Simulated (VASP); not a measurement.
HfO2, 3 atoms in the cell. It takes space group Fm-3m (No. 225, cubic). Conventional cell: a = 5.115 Å, b = 5.115 Å, c = 5.115 Å, α = 90.00°, β = 90.00°, γ = 90.00°. Within 2.9 Å of Hf (site symmetry m-3m) lie 8 O at 2.21 Å. O (site symmetry -43m) has 4 Hf at 2.21 Å and 6 O at 2.56 Å within 2.9 Å. 

```yaml
Program: VASP 6.6.1
Task: vibrations by perturbation theory
Functional: PBE
Potentials_or_basis: VASP PAW PBE potentials, release 64 (Hf_pv, O)
Cutoff: 520 eV
k_mesh: 7 × 7 × 7
Occupations: gaussian, width 0.01 eV
Spin: no spin polarisation
Dipole_correction: no
Further_INCAR_settings: ALGO = Normal; EDIFF = 1e-08; NBANDS = 18; IBRION = 8; NSW = 1
```

Potentials or basis: VASP PAW PBE potentials, release 64 (Hf_pv, O).

Launch:

```sh
$ cat potpaw_PBE.64/Hf_pv/POTCAR potpaw_PBE.64/O/POTCAR > POTCAR
$ mpirun -np 1 vasp_std > vasp.out
```

Hardware: 1 thread of Intel(R) Xeon(R) 6975P-C (Granite Rapids), with other jobs on the host.

Question: Estimate the wall time of this run.

Answer: Wall time 2.3 min on 1 thread of Intel(R) Xeon(R) 6975P-C (Granite Rapids), on a shared host, peak memory 0.28 GiB. Counts: scf iterations 144, k points 20.
